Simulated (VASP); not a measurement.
# Ir (Pm-3n) in VASP: further runs, part 2 of 2

VASP 6.6.1. The steps go on from the part before.

## Step 3: Single point, revPBE

Input file INCAR:

```
SYSTEM = Ir
PREC = Accurate
ENCUT = 520
EDIFF = 1E-6
ISMEAR = -1
SIGMA = 0.1
LREAL = .FALSE.
LASPH = .TRUE.
NELM = 60
ALGO = Normal
ISIF = 2
LWAVE = .FALSE.
LCHARG = .FALSE.
GGA = RE
NBANDS = 46
```

Input file KPOINTS:

```
regular mesh
0
G
  7 7 7
  0 0 0
```

Input file POSCAR:

```
Ir
1.0
    4.9608029451      0.0000000000      0.0000000000
    0.0000000000      4.9608029451      0.0000000000
    0.0000000000      0.0000000000      4.9608029451
Ir
8
Direct
    0.0000000000      1.0000000000      1.0000000000
    0.5000000000      0.5000000000      0.5000000000
    0.2500000000      1.0000000000      0.5000000000
    0.7500000000      1.0000000000      0.5000000000
    0.5000000000      0.2500000000      0.0000000000
    0.5000000000      0.7500000000      0.0000000000
    0.0000000000      0.5000000000      0.2500000000
    0.0000000000      0.5000000000      0.7500000000
```

Potentials or basis: VASP PAW PBE potentials, release 64 (Ir).

Run with:

```sh
cat potpaw_PBE.64/Ir/POTCAR > POTCAR
mpirun -np 1 vasp_std > vasp.out
```

OUTCAR:

```text
SYSTEM = Ir
   PREC = Accurate
   ENCUT = 520
   EDIFF = 1E-6
   ISMEAR = -1
   LREAL = .FALSE.
   LASPH = .TRUE.
   NELM = 60
   ISIF = 2
   GGA = RE

 ion  position               nearest neighbor table
   1  0.000  0.000  0.000-   3 2.77   4 2.77   5 2.77   6 2.77   7 2.77   8 2.77   3 2.77   4 2.77
                             7 2.77   8 2.77   5 2.77   6 2.77
   2  0.500  0.500  0.500-   3 2.77   4 2.77   5 2.77   6 2.77   7 2.77   8 2.77   5 2.77   6 2.77
                             3 2.77   4 2.77   7 2.77   8 2.77
   3  0.250  0.000  0.500-   4 2.48   4 2.48   1 2.77   1 2.77   2 2.77   2 2.77   8 3.04   5 3.04
                             5 3.04   6 3.04   6 3.04   7 3.04   8 3.04   7 3.04
   4  0.750  0.000  0.500-   3 2.48   3 2.48   1 2.77   1 2.77   2 2.77   2 2.77   8 3.04   5 3.04
                             5 3.04   6 3.04   6 3.04   7 3.04   8 3.04   7 3.04
   5  0.500  0.250  0.000-   6 2.48   6 2.48   1 2.77   2 2.77   2 2.77   1 2.77   8 3.04   4 3.04
                             3 3.04   4 3.04   3 3.04   7 3.04   7 3.04   8 3.04
   6  0.500  0.750  0.000-   5 2.48   5 2.48   1 2.77   2 2.77   2 2.77   1 2.77   8 3.04   4 3.04
                             3 3.04   4 3.04   3 3.04   7 3.04   7 3.04   8 3.04
   7  0.000  0.500  0.250-   8 2.48   8 2.48   1 2.77   2 2.77   1 2.77   2 2.77   3 3.04   4 3.04
                             5 3.04   3 3.04   4 3.04   6 3.04   5 3.04   6 3.04
   8  0.000  0.500  0.750-   7 2.48   7 2.48   1 2.77   2 2.77   1 2.77   2 2.77   3 3.04   4 3.04
                             5 3.04   3 3.04   4 3.04   6 3.04   5 3.04   6 3.04

  LATTYP: Found a simple cubic cell.
 ALAT       =     4.9608029451

  Lattice vectors:

 A1 = (   4.9608029451,   0.0000000000,   0.0000000000)
 A2 = (   0.0000000000,   4.9608029451,   0.0000000000)
 A3 = (   0.0000000000,   0.0000000000,   4.9608029451)

Analysis of symmetry for initial positions (statically):
=====================================================================
 Subroutine PRICEL returns:
 Original cell was already a primitive cell.

 Routine SETGRP: Setting up the symmetry group for a
 simple cubic supercell.

 Subroutine GETGRP returns: Found 48 space group operations
 (whereof 24 operations were pure point group operations)
 out of a pool of 48 trial point group operations.

The static configuration has the point symmetry T_h .
 The point group associated with its full space group is O_h .

Analysis of symmetry for dynamics (positions and initial velocities):
=====================================================================
 Subroutine PRICEL returns:
 Original cell was already a primitive cell.

 Routine SETGRP: Setting up the symmetry group for a
 simple cubic supercell.

 Subroutine GETGRP returns: Found 48 space group operations
 (whereof 24 operations were pure point group operations)
 out of a pool of 48 trial point group operations.

The dynamic configuration has the point symmetry T_h .
 The point group associated with its full space group is O_h .

 Subroutine INISYM returns: Found 48 space group operations
 (whereof 24 operations are pure point group operations),
 and found     1 'primitive' translations

----------------------------------------------------------------------------------------

                                     Primitive cell
[... 64 lines left out ...]
  0.142857  0.142857  0.000000     12.000000
  0.285714  0.142857  0.000000     24.000000
[... 12 lines left out ...]
  0.428571  0.428571  0.285714     24.000000
  0.428571  0.428571  0.428571      8.000000
   k-points           NKPTS =     20   k-points in BZ     NKDIM =     20   number of bands    NBANDS=     46
   number of dos      NEDOS =    301   number of ions     NIONS =      8
   total plane-waves  NPLWV =  64000
   dimension x,y,z NGX =    40 NGY =   40 NGZ =   40
   dimension x,y,z NGXF=    80 NGYF=   80 NGZF=   80
   ions per type =               8
   NGX,Y,Z   is equivalent  to a cutoff of  13.40, 13.40, 13.40 a.u.
   NGXF,Y,Z  is equivalent  to a cutoff of  26.81, 26.81, 26.81 a.u.
 SYSTEM =  Ir
   PREC   = accura    normal or accurate (medium, high low for compatibility)
   ISTART =      0    job   : 0-new  1-cont  2-samecut
   ICHARG =      2    charge: 1-file 2-atom 10-const
   ISPIN  =      1    spin polarized calculation?
   LNONCOLLINEAR =      F non collinear calculations
   LSORBIT =      F    spin-orbit coupling
   LASPH  =      T    aspherical Exc in radial PAW
   ENCUT  =  520.0 eV  38.22 Ry    6.18 a.u.   9.22  9.22  9.22*2*pi/ulx,y,z
   NELM   =     60;   NELMIN=  2; NELMDL= -5     # of ELM steps
   EDIFF  = 0.1E-05   stopping-criterion for ELM
   LREAL  =      F    real-space projection
   EDIFFG = 0.1E-04   stopping-criterion for IOM
   NSW    =      0    number of steps for IOM
   IBRION =     -1    ionic relax: 0-MD 1-quasi-New 2-CG
   NFREE  =      0    steps in history (QN), initial steepest desc. (CG)
   ISIF   =      2    stress and relaxation
   ISYM   =      2    0-nonsym 1-usesym 2-fastsym
   POTIM  = 0.5000    time-step for ionic-motion
   TEBEG  =    0.0;   TEEND  =   0.0 temperature during run
   PSTRESS=    0.0 pullay stress
   NELECT =      72.0000    total number of electrons
   NUPDOWN=      -1.0000    fix difference up-down
   EMIN   =  10.00;   EMAX   =-10.00  energy-range for DOS
   EFERMI =   0.00;   METHOD = LEGACY
   ISMEAR =    -1;   SIGMA  =   0.10  broadening in eV -4-tet -1-fermi 0-gaus
   EFERMI_NEDOS =   21; number of points for ismear=-14 and -15
   IALGO  =     38    algorithm
   IMIX   =      4    mixing-type and parameters
     AMIX     =   0.40;   BMIX     =  1.00
     AMIX_MAG =   1.60;   BMIX_MAG =  1.00
  volume/ion in A,a.u.               =      15.26       102.98
  Fermi-wavevector in a.u.,A,eV,Ry     =   1.372884  2.594374 25.644385  1.884809
  Thomas-Fermi vector in A             =   2.498450
   LORBIT       =      0    0 simple, 1 ext, 2 COOP (PROOUT), +10 PAW based schemes
   GGA     = RE    functional components
   LHFCALC =     F    Hartree Fock is set to
   AEXX    =    0.0000 exact exchange contribution
   IVDW    =     0    specifies the selected vdW correction
   LEPSILON=     F    determine dielectric tensor
   LRPA    =     F    only Hartree local field effects (RPA)
 non-spin polarized calculation
  energy-cutoff  :      520.00
  volume of cell :      122.08
 maximum number of plane-waves:      3310
 NGX is ok and might be reduce to    40
   NGX = 19   NGY = 19   NGZ = 19

 number of electron      71.9999996 magnetization

 Free energy of the ion-electron system (eV)
  ---------------------------------------------------
  ext. energy  EPLUGINS =         0.00000000
  ---------------------------------------------------
  free energy    TOTEN  =       -62.72111332 eV

  energy without entropy =      -62.32974594  energy(sigma->0) =      -62.52542963

 E-fermi :   9.2559     XC(G=0): -13.4786

 val. band max:        9.2529520569   @ k =   0.4286   0.4286   0.1429
 cond. band min:       9.2619999194   @ k =   0.2857   0.0000   0.0000
 fundamental gap:      0.0090478625
 Fermi energy:         9.2558730417

 k-point     1 :       0.0000    0.0000    0.0000
  band No.  band energies     occupation
      1      -1.1208      2.00000
      2       1.6860      2.00000
      3       1.6860      2.00000
      4       2.9331      2.00000
      5       3.2469      2.00000
      6       3.2469      2.00000
[... 969 lines left out ...]
     45      10.8865      0.00000
     46      10.9605      0.00000

------------------------ aborting loop because EDIFF is reached ----------------------------------------

  FORCE on cell =-STRESS in cart. coord.  units (eV):
  Direction    XX          YY          ZZ          XY          YZ          ZX
  --------------------------------------------------------------------------------------
  -------------------------------------------------------------------------------------
  Total        0.3525227      0.3525227      0.3525227     -0.0000000      0.0000000     -0.0000000
  in kB        4.6263844      4.6263844      4.6263844     -0.0000000      0.0000000     -0.0000000
  external PRESSURE =       4.6263844 kB  Pullay stress =       0.0000000 kB

 VOLUME and BASIS-vectors are now :
 -----------------------------------------------------------------------------
  energy-cutoff  :      520.00
  volume of cell :      122.08
      direct lattice vectors                 reciprocal lattice vectors
     4.960802945  0.000000000  0.000000000     0.201580271  0.000000000  0.000000000
     0.000000000  4.960802945  0.000000000     0.000000000  0.201580271  0.000000000
     0.000000000  0.000000000  4.960802945     0.000000000  0.000000000  0.201580271

 POSITION                                       TOTAL-FORCE (eV/Angst)
 -----------------------------------------------------------------------------------
      0.00000      0.00000      0.00000         0.000000     -0.000000      0.000000
      2.48040      2.48040      2.48040         0.000000     -0.000000      0.000000
      1.24020      0.00000      2.48040        -0.000000     -0.000000     -0.000000
      3.72060      0.00000      2.48040         0.000000      0.000000     -0.000000
      2.48040      1.24020      0.00000        -0.000000     -0.000000      0.000000
      2.48040      3.72060      0.00000        -0.000000      0.000000      0.000000
      0.00000      2.48040      1.24020         0.000000      0.000000      0.000000
      0.00000      2.48040      3.72060         0.000000      0.000000     -0.000000
 -----------------------------------------------------------------------------------
    total drift:                               -0.000000     -0.000000      0.000000

  FREE ENERGIE OF THE ION-ELECTRON SYSTEM (eV)
  ---------------------------------------------------
  free  energy   TOTEN  =       -62.7211133166 eV

  energy  without entropy=      -62.3297459385  energy(sigma->0) =      -62.52542963
```

Run time: 61 s. Hardware: 1 thread of Intel Xeon Platinum 8559C (Emerald Rapids), shared host; peak memory 0.27 GiB.

What came out:

* Free energy: -62.7211 eV
* Pressure: 0.5 GPa
* Band gap on the k mesh: zero (band 36 reaches 9.68 eV, above the bottom of band 37 at 9.04 eV)

Caveat: the PAW data sets were made with another functional, which shifts forces and pressure a little; spin-orbit coupling is left out, which moves the levels of the heavy elements.

## Step 4: Relaxation of cell and atoms, revPBE

This run uses another cell than the first one, of 14.15 Å³/atom, 0.927 times its volume.

Input file INCAR:

```
SYSTEM = Ir
ALGO     = Normal         ! electronic algorithm
EDIFF    = 1E-7           ! SCF threshold, eV
EDIFFG   = -0.01          ! ionic threshold
ENCUT    = 600            ! plane-wave cutoff, eV
GGA      = RE             ! functional
IBRION   = 2              ! ionic algorithm
ISIF     = 3              ! what is computed and relaxed
ISMEAR   = -1             ! smearing method
LASPH    = .True.         ! aspherical terms in the spheres
LCHARG   = .False.        ! write CHGCAR
LREAL    = .False.        ! projectors in reciprocal space
LWAVE    = .False.        ! write WAVECAR
NELM     = 60             ! most SCF steps
NSW      = 80             ! ionic steps
PREC     = Accurate       ! precision mode
SIGMA    = 0.1            ! smearing width, eV
```

Input file KPOINTS:

```
k-points
0
Gamma
  5 5 5
  0 0 0
```

Input file POSCAR:

```
Ir
1.0
    4.8373408790      0.0000000000      0.0000000000
    0.0000000000      4.8373408790      0.0000000000
    0.0000000000      0.0000000000      4.8373408790
Ir
8
Direct
    0.0000000000      0.0000000000      0.0000000000
    0.5000000000      0.5000000000      0.5000000000
    0.2500000000      0.0000000000      0.5000000000
    0.7500000000      0.0000000000      0.5000000000
    0.5000000000      0.2500000000      0.0000000000
    0.5000000000      0.7500000000      0.0000000000
    0.0000000000      0.5000000000      0.2500000000
    0.0000000000      0.5000000000      0.7500000000
```

Run with:

```sh
cat potpaw_PBE.64/Ir/POTCAR > POTCAR
mpirun -np 1 vasp_std > vasp.out
```

Run time: 3.7 min. Hardware: 1 thread of Intel Xeon Platinum 8559C (Emerald Rapids), shared host; peak memory 0.26 GiB.

The run converged. Its results:

```yaml
Free_energy: -62.7658 eV
Relaxed_volume: 15.28 Å³/atom
Relaxed_cell: a = 4.963 Å, b = 4.963 Å, c = 4.963 Å, α = 90.00°, β = 90.00°, γ = 90.00°
Space_group_after_relaxing_to_0.05_Å: Pm-3n (No. 223)
Energy_gained_by_relaxing: 91.5 meV/atom
Ionic_steps: 16
Pressure_after_relaxing: 0.1 GPa
Band_gap_on_the_k_mesh: zero (band 36 reaches 9.68 eV, above the bottom of band 37 at 9.21 eV)
```

The path:
```tsv
step	energy change (eV)	largest force (eV/Å)	pressure (GPa)	volume (Å³)
1	0.0000	0.0000	27.98	113.19
2	5.1207	0.0000	-38.91	158.69
3	-0.7221	0.0000	-2.70	123.41
4	-0.7317	0.0000	-0.35	122.41
5	-0.7319	0.0000	0.11	122.22
6	-0.7319	0.0000	0.11	122.22
7	-0.7319	0.0000	0.11	122.22
8	-0.7319	0.0000	0.11	122.22
9	-0.7319	0.0000	0.11	122.22
10	-0.7319	0.0000	0.11	122.22
11	-0.7319	0.0000	0.11	122.22
12	-0.7319	0.0000	0.11	122.22
13	-0.7319	0.0000	0.11	122.22
14	-0.7319	0.0000	0.11	122.22
15	-0.7319	0.0000	0.11	122.23
16	-0.7319	0.0000	0.10	122.23
```

Final structure:
```
CELL_PARAMETERS angstrom
4.96276 0.00000 0.00000
0.00000 4.96276 0.00000
0.00000 0.00000 4.96276
ATOMIC_POSITIONS crystal
Ir 0.00000 0.00000 0.00000
Ir 0.50000 0.50000 0.50000
Ir 0.25000 0.00000 0.50000
Ir 0.75000 0.00000 0.50000
Ir 0.50000 0.25000 0.00000
Ir 0.50000 0.75000 0.00000
Ir 0.00000 0.50000 0.25000
Ir 0.00000 0.50000 0.75000
```

Levels at points of the mesh, in eV from the Fermi level:
```
           k point  band 32  band 33  band 34  band 35  band 36  band 37  band 38  band 39  band 40  band 41
(0.00, 0.00, 0.00)    -1.13    -1.13    -0.36    -0.36     0.33     0.33     0.33     0.86     0.86     0.86
```

Caveat: the PAW data sets were made with another functional, which shifts forces and pressure a little; spin-orbit coupling is left out, which moves the levels of the heavy elements.

## Step 5: Summary

```csv
task,cell,k mesh,cutoff (eV),gap on the mesh (eV),pressure (GPa)
single point,"a = 4.961 Å, 8 atoms",5 × 5 × 5,520,none,0.4
single point,"a = 4.961 Å, 8 atoms",7 × 7 × 7,520,none,0.5
relaxation of cell and atoms,"relaxed from a = 4.837 Å, 8 atoms",5 × 5 × 5,600,none,0.1
```

Alike in all rows: level revPBE; potentials or basis VASP PAW PBE potentials, release 64 (Ir); no spin polarisation; smearing fermi-dirac 0.1 eV.

Caveats: the PAW data sets were made with another functional, which shifts forces and pressure a little; spin-orbit coupling is left out, which moves the levels of the heavy elements.

Total energies depend on the potentials used, so only differences within one code and one set of settings carry meaning.
